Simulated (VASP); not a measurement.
# ZnAu (Pm-3m) in VASP: notebook

The runs below take ZnAu through single point, with PBEsol.

All numbers are computed with VASP 6.6.1; they aren't measurements. Logs are shortened: lines on timing, memory, paths and dates and some standing lists are left out, and cuts for length are marked.

## 1. The cell of the first run

It takes space group Pm-3m (No. 221, cubic). Conventional cell: a = 3.129 Å, b = 3.129 Å, c = 3.129 Å, α = 90.00°, β = 90.00°, γ = 90.00°. Within 3.6 Å of Zn (site symmetry m-3m) lie 8 Au at 2.71 Å and 6 Zn at 3.13 Å. Au (site symmetry m-3m) has 8 Zn at 2.71 Å and 6 Au at 3.13 Å within 3.6 Å.

## 2. Single point, PBEsol

The input, INCAR:

```
  PREC = Accurate
  ENCUT = 520
  EDIFF = 1E-7
  ISMEAR = -1
  SIGMA = 0.08
  LREAL = F
  LASPH = T
  NELM = 100
  ALGO = Normal
  ISIF = 2
  LWAVE = F
  LCHARG = F
  GGA = PS
  NBANDS = 18
```

The input, KPOINTS:

```
regular mesh
0
Gamma
  12 12 12
```

The input, POSCAR:

```
ZnAu
1.0
    3.1287008864      0.0000000000      0.0000000000
    0.0000000000      3.1287008864      0.0000000000
    0.0000000000      0.0000000000      3.1287008864
Zn Au
1 1
Direct
    0.5000000000      0.5000000000      0.5000000000
    0.0000000000      0.0000000000      0.0000000000
```

Potentials or basis: VASP PAW PBE potentials, release 64 (Zn, Au).

Command:

```bash
$ cat potpaw_PBE.64/Zn/POTCAR potpaw_PBE.64/Au/POTCAR > POTCAR
$ mpirun -np 1 vasp_std > vasp.out
```

OUTCAR:

```text
PREC = Accurate
   ENCUT = 520
   EDIFF = 1E-7
   ISMEAR = -1
   LREAL = F
   LASPH = T
   NELM = 100
   ISIF = 2
   GGA = PS

 ion  position               nearest neighbor table
   1  0.500  0.500  0.500-   2 2.71   2 2.71   2 2.71   2 2.71   2 2.71   2 2.71   2 2.71   2 2.71

   2  0.000  0.000  0.000-   1 2.71   1 2.71   1 2.71   1 2.71   1 2.71   1 2.71   1 2.71   1 2.71

  LATTYP: Found a simple cubic cell.
 ALAT       =     3.1287008864

  Lattice vectors:

 A1 = (   3.1287008864,   0.0000000000,   0.0000000000)
 A2 = (   0.0000000000,   3.1287008864,   0.0000000000)
 A3 = (   0.0000000000,   0.0000000000,   3.1287008864)

Analysis of symmetry for initial positions (statically):
=====================================================================
 Subroutine PRICEL returns:
 Original cell was already a primitive cell.

 Routine SETGRP: Setting up the symmetry group for a
 simple cubic supercell.

 Subroutine GETGRP returns: Found 48 space group operations
 (whereof 48 operations were pure point group operations)
 out of a pool of 48 trial point group operations.

The static configuration has the point symmetry O_h .

Analysis of symmetry for dynamics (positions and initial velocities):
=====================================================================
 Subroutine PRICEL returns:
 Original cell was already a primitive cell.

 Routine SETGRP: Setting up the symmetry group for a
 simple cubic supercell.

 Subroutine GETGRP returns: Found 48 space group operations
 (whereof 48 operations were pure point group operations)
 out of a pool of 48 trial point group operations.

The dynamic configuration has the point symmetry O_h .

 Subroutine INISYM returns: Found 48 space group operations
 (whereof 48 operations are pure point group operations),
 and found     1 'primitive' translations

----------------------------------------------------------------------------------------

                                     Primitive cell

  volume of cell :      30.6261

  direct lattice vectors                    reciprocal lattice vectors
     3.128700886  0.000000000  0.000000000     0.319621478  0.000000000  0.000000000
     0.000000000  3.128700886  0.000000000     0.000000000  0.319621478  0.000000000
     0.000000000  0.000000000  3.128700886     0.000000000  0.000000000  0.319621478

  length of vectors
     3.128700886  3.128700886  3.128700886     0.319621478  0.319621478  0.319621478

  position of ions in fractional coordinates (direct lattice)
     0.500000000  0.500000000  0.500000000
     0.000000000  0.000000000  0.000000000

  ion indices of the primitive-cell ions
   primitive index   ion index
                 1           1
                 2           2

----------------------------------------------------------------------------------------

 KPOINTS: regular mesh

Automatic generation of k-mesh.
 Grid dimensions read from file:
 generate k-points for:   12   12   12

 Generating k-lattice:

  Cartesian coordinates                     Fractional coordinates (reciprocal lattice)
     0.026635123  0.000000000  0.000000000     0.083333333  0.000000000  0.000000000
     0.000000000  0.026635123  0.000000000     0.000000000  0.083333333  0.000000000
     0.000000000  0.000000000  0.026635123     0.000000000  0.000000000  0.083333333

  Length of vectors
     0.026635123  0.026635123  0.026635123

  Shift w.r.t. Gamma in fractional coordinates (k-lattice)
     0.000000000  0.000000000  0.000000000

 Subroutine IBZKPT returns following result:
 ===========================================

 Found     84 irreducible k-points:

 Following reciprocal coordinates:
            Coordinates               Weight
  0.000000  0.000000  0.000000      1.000000
  0.083333  0.000000  0.000000      6.000000
  0.166667  0.000000  0.000000      6.000000
  0.250000  0.000000  0.000000      6.000000
  0.333333  0.000000  0.000000      6.000000
  0.416667  0.000000  0.000000      6.000000
[... 16 lines left out ...]
  0.333333  0.333333  0.000000     12.000000
  0.416667  0.333333  0.000000     24.000000
 [... further k-points ...]
   k-points           NKPTS =     84   k-points in BZ     NKDIM =     84   number of bands    NBANDS=     18
   number of dos      NEDOS =    301   number of ions     NIONS =      2
   total plane-waves  NPLWV =  13824
   dimension x,y,z NGX =    24 NGY =   24 NGZ =   24
   dimension x,y,z NGXF=    48 NGYF=   48 NGZF=   48
   ions per type =               1   1
   NGX,Y,Z   is equivalent  to a cutoff of  12.75, 12.75, 12.75 a.u.
   NGXF,Y,Z  is equivalent  to a cutoff of  25.51, 25.51, 25.51 a.u.
 SYSTEM =  unknown system
   PREC   = accura    normal or accurate (medium, high low for compatibility)
   ISTART =      0    job   : 0-new  1-cont  2-samecut
   ICHARG =      2    charge: 1-file 2-atom 10-const
   ISPIN  =      1    spin polarized calculation?
   LNONCOLLINEAR =      F non collinear calculations
   LSORBIT =      F    spin-orbit coupling
   LASPH  =      T    aspherical Exc in radial PAW
   ENCUT  =  520.0 eV  38.22 Ry    6.18 a.u.   5.82  5.82  5.82*2*pi/ulx,y,z
   NELM   =    100;   NELMIN=  2; NELMDL= -5     # of ELM steps
   EDIFF  = 0.1E-06   stopping-criterion for ELM
   LREAL  =      F    real-space projection
   EDIFFG = 0.1E-05   stopping-criterion for IOM
   NSW    =      0    number of steps for IOM
   IBRION =     -1    ionic relax: 0-MD 1-quasi-New 2-CG
   NFREE  =      0    steps in history (QN), initial steepest desc. (CG)
   ISIF   =      2    stress and relaxation
   ISYM   =      2    0-nonsym 1-usesym 2-fastsym
   POTIM  = 0.5000    time-step for ionic-motion
   TEBEG  =    0.0;   TEEND  =   0.0 temperature during run
   PSTRESS=    0.0 pullay stress
   NELECT =      23.0000    total number of electrons
   NUPDOWN=      -1.0000    fix difference up-down
   EMIN   =  10.00;   EMAX   =-10.00  energy-range for DOS
   EFERMI =   0.00;   METHOD = LEGACY
   ISMEAR =    -1;   SIGMA  =   0.08  broadening in eV -4-tet -1-fermi 0-gaus
   EFERMI_NEDOS =   21; number of points for ismear=-14 and -15
   IALGO  =     38    algorithm
   IMIX   =      4    mixing-type and parameters
     AMIX     =   0.40;   BMIX     =  1.00
     AMIX_MAG =   1.60;   BMIX_MAG =  1.00
  volume/ion in A,a.u.               =      15.31       103.34
  Fermi-wavevector in a.u.,A,eV,Ry     =   1.488059  2.812023 30.127635  2.214319
  Thomas-Fermi vector in A             =   2.601141
   LORBIT       =      0    0 simple, 1 ext, 2 COOP (PROOUT), +10 PAW based schemes
   GGA     = PS    functional components
   LHFCALC =     F    Hartree Fock is set to
   AEXX    =    0.0000 exact exchange contribution
   IVDW    =     0    specifies the selected vdW correction
   LEPSILON=     F    determine dielectric tensor
   LRPA    =     F    only Hartree local field effects (RPA)
 non-spin polarized calculation
  energy-cutoff  :      520.00
  volume of cell :       30.63
 maximum number of plane-waves:       844
 NGX is ok and might be reduce to    24
   NGX = 11   NGY = 11   NGZ = 11

 number of electron      22.9999974 magnetization

 Free energy of the ion-electron system (eV)
  ---------------------------------------------------
  ext. energy  EPLUGINS =         0.00000000
  ---------------------------------------------------
  free energy    TOTEN  =        -5.95984480 eV

  energy without entropy =       -5.95079071  energy(sigma->0) =       -5.95531776

 E-fermi :   7.1599     XC(G=0): -12.6350

 val. band max:        7.0309368668   @ k =   0.4167   0.4167   0.1667
 cond. band min:       7.1957232293   @ k =   0.5000   0.4167   0.2500
 fundamental gap:      0.1647863625
 Fermi energy:         7.1598717542

 k-point     1 :       0.0000    0.0000    0.0000
  band No.  band energies     occupation
      1      -3.6991      2.00000
      2      -1.0595      2.00000
      3      -1.0595      2.00000
      4      -0.3149      2.00000
      5      -0.3149      2.00000
      6      -0.3149      2.00000
[... 10 lines left out ...]
     17      19.3787      0.00000
     18      25.4969      0.00000

 k-point     2 :       0.0833    0.0000    0.0000
  band No.  band energies     occupation
      1      -3.5738      2.00000
      2      -1.0303      2.00000
      3      -1.0205      2.00000
      4      -0.3163      2.00000
      5      -0.3163      2.00000
      6      -0.3039      2.00000
[... 10 lines left out ...]
     17      19.9538      0.00000
     18      25.3951      0.00000

 k-point     3 :       0.1667    0.0000    0.0000
  band No.  band energies     occupation
      1      -3.2056      2.00000
      2      -0.9473      2.00000
      3      -0.9152      2.00000
      4      -0.3192      2.00000
      5      -0.3192      2.00000
      6      -0.2733      2.00000
[... 10 lines left out ...]
     17      21.7280      0.00000
     18      25.0844      0.00000

 k-point     4 :       0.2500    0.0000    0.0000
  band No.  band energies     occupation
      1      -2.6199      2.00000
      2      -0.8251      2.00000
      3      -0.7745      2.00000
      4      -0.3210      2.00000
      5      -0.3210      2.00000
      6      -0.2306      2.00000
[... 10 lines left out ...]
     17      23.4520      0.00000
     18      23.7062      0.00000

 k-point     5 :       0.3333    0.0000    0.0000
  band No.  band energies     occupation
      1      -1.8725      2.00000
      2      -0.6898      2.00000
      3      -0.6394      2.00000
      4      -0.3199      2.00000
      5      -0.3199      2.00000
      6      -0.1868      2.00000
[... 10 lines left out ...]
     17      21.8505      0.00000
     18      21.9366      0.00000

 k-point     6 :       0.4167    0.0000    0.0000
  band No.  band energies     occupation
      1      -1.0979      2.00000
      2      -0.5795      2.00000
      3      -0.5504      2.00000
      4      -0.3168      2.00000
      5      -0.3168      2.00000
      6      -0.1539      2.00000
[... 307 lines left out ...]
 k-point    21 :       0.4167    0.2500    0.0000
  band No.  band energies     occupation
      1      -1.1369      2.00000
      2      -0.8444      2.00000
      3      -0.5163      2.00000
      4      -0.3931      2.00000
      5      -0.2855      2.00000
      6       0.4816      2.00000
[... 10 lines left out ...]
     17      20.7427      0.00000
     18      21.4573      0.00000

 k-point    22 :       0.5000    0.2500    0.0000
  band No.  band energies     occupation
      1      -1.0224      2.00000
      2      -0.9022      2.00000
      3      -0.4958      2.00000
      4      -0.4426      2.00000
      5      -0.2595      2.00000
      6       0.8030      2.00000
[... 10 lines left out ...]
     17      20.0553      0.00000
     18      21.3328      0.00000

 k-point    23 :       0.3333    0.3333    0.0000
  band No.  band energies     occupation
      1      -1.2760      2.00000
      2      -0.8886      2.00000
      3      -0.5780      2.00000
      4      -0.4144      2.00000
      5      -0.2203      2.00000
      6       0.3863      2.00000
[... 10 lines left out ...]
     17      21.1665      0.00000
     18      21.7269      0.00000

 k-point    24 :       0.4167    0.3333    0.0000
  band No.  band energies     occupation
      1      -1.1998      2.00000
      2      -0.9957      2.00000
      3      -0.6000      2.00000
      4      -0.5081      2.00000
      5      -0.1293      2.00000
      6       0.6261      2.00000
[... 10 lines left out ...]
     17      20.7279      0.00000
     18      21.3759      0.00000

 [... further k-points ...]
[... 5 lines left out ...]
  --------------------------------------------------------------------------------------
  -------------------------------------------------------------------------------------
  Total        0.0345407      0.0345407      0.0345407      0.0000000     -0.0000000      0.0000000
  in kB        1.8069635      1.8069635      1.8069635      0.0000000     -0.0000000      0.0000000
  external PRESSURE =       1.8069635 kB  Pullay stress =       0.0000000 kB

 VOLUME and BASIS-vectors are now :
 -----------------------------------------------------------------------------
  energy-cutoff  :      520.00
  volume of cell :       30.63
      direct lattice vectors                 reciprocal lattice vectors
     3.128700886  0.000000000  0.000000000     0.319621478  0.000000000  0.000000000
     0.000000000  3.128700886  0.000000000     0.000000000  0.319621478  0.000000000
     0.000000000  0.000000000  3.128700886     0.000000000  0.000000000  0.319621478

 POSITION                                       TOTAL-FORCE (eV/Angst)
 -----------------------------------------------------------------------------------
      1.56435      1.56435      1.56435         0.000000      0.000000      0.000000
      0.00000      0.00000      0.00000         0.000000      0.000000      0.000000
 -----------------------------------------------------------------------------------
    total drift:                                0.000000      0.000000     -0.000000

  FREE ENERGIE OF THE ION-ELECTRON SYSTEM (eV)
  ---------------------------------------------------
  free  energy   TOTEN  =        -5.9598448018 eV

  energy  without entropy=       -5.9507907105  energy(sigma->0) =       -5.95531776
```

Run time: 17 s. Hardware: 1 thread of Intel Xeon 6975P-C, shared host; peak memory 0.17 GiB.

Results:

* Free energy: -5.9598 eV
* Pressure: 0.2 GPa

Caveat: the PAW data sets were made with another functional, which shifts forces and pressure a little; spin-orbit coupling is left out, which moves the levels of the heavy elements.

## 3. Single point, PBEsol

The input, INCAR:

```
SYSTEM = ZnAu
PREC = Accurate ; ENCUT = 520
EDIFF = 1E-6 ; ISMEAR = -1
SIGMA = 0.08 ; LREAL = .False.
LASPH = .True. ; NELM = 60
ALGO = Normal ; ISIF = 2
LWAVE = .False. ; LCHARG = .False.
GGA = PS ; NBANDS = 18
```

The input, KPOINTS:

```
Automatic mesh
0
Gamma
  12 12 12
  0 0 0
```

POSCAR is that of step 2.

Potentials or basis: VASP PAW PBE potentials, release 64 (Zn, Au).

Command:

```bash
$ cat potpaw_PBE.64/Zn/POTCAR potpaw_PBE.64/Au/POTCAR > POTCAR
$ mpirun -np 1 vasp_std > vasp.out
```

Run time: 14 s. Hardware: 1 thread of Intel Xeon 6975P-C, shared host; peak memory 0.17 GiB.

It converged, with:

```
Free energy : -5.9598 eV
Pressure    : 0.1 GPa
```

Levels at points of the mesh, in eV from the Fermi level:
| k point | band 8 | band 9 | band 10 | band 11 | band 12 | band 13 | band 14 | band 15 |
| --- | --- | --- | --- | --- | --- | --- | --- | --- |
| (0.00, 0.00, 0.00) | -5.51 | -3.78 | -3.78 | -3.78 | 4.95 | 4.95 | 4.95 | 9.01 |
| (0.50, 0.00, 0.00) | -5.55 | -5.02 | -5.02 | -3.96 | -2.41 | 10.41 | 11.19 | 11.19 |
| (0.50, 0.50, 0.00) | -4.13 | -4.13 | -3.19 | -2.12 | -2.12 | 0.85 | 2.57 | 10.43 |
| (0.50, 0.50, 0.50) | -6.59 | -3.14 | -3.14 | 1.40 | 3.62 | 3.71 | 3.71 | 3.71 |

Caveat: the PAW data sets were made with another functional, which shifts forces and pressure a little; spin-orbit coupling is left out, which moves the levels of the heavy elements.
